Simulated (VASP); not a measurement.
Set up this calculation in VASP 6.6.1, as the native input.

- Task: single point
- Functional: PBE
- Potentials or basis: VASP PAW PBE potentials, release 64 (W_sv, S)
- Cutoff: 520 eV
- k mesh: 10 × 10 × 2
- Occupations: fermi-dirac, width 0.05 eV
- Spin: no spin polarisation
- Dipole correction: no
- Further INCAR settings: ALGO = Normal; EDIFF = 1e-06; NBANDS = 35

The structure of WS2 lies in POSCAR:

```
WS2
1.0
    3.1875412152      0.0000000000      0.0000000000
   -1.5937706076      2.7604916680      0.0000000000
    0.0000000000      0.0000000000     24.1665357734
W S
2 4
Direct
    0.6666666667      0.3333333333      0.3462324109
    0.3333333333      0.6666666667      0.6537675891
    0.6666666667      0.3333333333      0.7187788954
    0.3333333333      0.6666666667      0.4112471856
    0.6666666667      0.3333333333      0.5887528144
    0.3333333333      0.6666666667      0.2812211046
```

The input as run:

INCAR

```
SYSTEM = WS2
PREC = Accurate
ENCUT = 520
EDIFF = 1E-6
ISMEAR = -1
SIGMA = 0.05
LREAL = .FALSE.
LASPH = .TRUE.
NELM = 100
ALGO = Normal
ISIF = 2
LWAVE = .FALSE.
LCHARG = .FALSE.
GGA = PE
NBANDS = 35
```

KPOINTS

```
regular mesh
0
G
  10 10 2
  0 0 0
```

Potentials or basis: VASP PAW PBE potentials, release 64 (W_sv, S).

Command:

```console
$ cat potpaw_PBE.64/W_sv/POTCAR potpaw_PBE.64/S/POTCAR > POTCAR
$ mpirun -np 1 vasp_std > vasp.out
```

It gave:

| Property | Result |
| --- | --- |
| Largest force | 0.003 eV/Å |
| Band gap on the k mesh | 1.94 eV, indirect (least direct gap 2.15 eV) |

Caveat: spin-orbit coupling is left out, which moves the levels of the heavy elements.

Run time: 6.2 min on 1 thread of Intel Xeon 8259CL, on a shared host, peak memory 0.41 GiB.
